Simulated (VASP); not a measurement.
A run of VASP 6.6.1 is set up as follows.

INCAR

```
SYSTEM = Zr2MnN2
  PREC = Accurate
  ENCUT = 600
  EDIFF = 1E-7
  ISMEAR = 0
  SIGMA = 0.15
  LREAL = .FALSE.
  LASPH = .TRUE.
  NELM = 200
  ALGO = Normal
  ISIF = 3
  LWAVE = .FALSE.
  LCHARG = .FALSE.
  ISPIN = 2
  MAGMOM = 0 0 4 0 0
  LORBIT = 11
  LMAXMIX = 4
  GGA = PE
  IBRION = 2
  NSW = 36
  EDIFFG = -0.08
  GGA_COMPAT = .FALSE.
  NELMIN = 4
```

KPOINTS

```
Automatic mesh
0
G
  5 5 5
  0 0 0
```

File POSCAR:

```
Zr2MnN2
1.0
   -1.6250000000      1.6250000000      6.0500000000
    1.6250000000     -1.6250000000      6.0500000000
    1.6250000000      1.6250000000     -6.0500000000
Zr Mn N
2 1 2
Direct
    0.3450000000      0.3450000000      0.0000000000
    0.6550000000      0.6550000000      0.0000000000
    0.0000000000      0.0000000000      0.0000000000
    0.1550000000      0.1550000000      0.0000000000
    0.8450000000      0.8450000000      0.0000000000
```

Potentials or basis: VASP PAW PBE potentials, release 64 (Zr_sv, Mn_pv, N).

Command:

```console
$ cat potpaw_PBE.64/Zr_sv/POTCAR potpaw_PBE.64/Mn_pv/POTCAR potpaw_PBE.64/N/POTCAR > POTCAR
$ mpirun -np 1 vasp_std > vasp.out
```

Estimate the relaxed volume.

12.43 Å³/atom.

Predict the space group after relaxing (to 0.1 Å).

I4/mmm (No. 139).

Stress tensor (GPa, compression positive):
```
0.31 0.00 0.00
0.00 0.31 0.00
0.00 0.00 0.43
```

Caveat: the k points lie up to 0.40 Å⁻¹ apart in the final cell; a cell with one magnetic atom can't hold antiferromagnetic order, which such compounds often take.
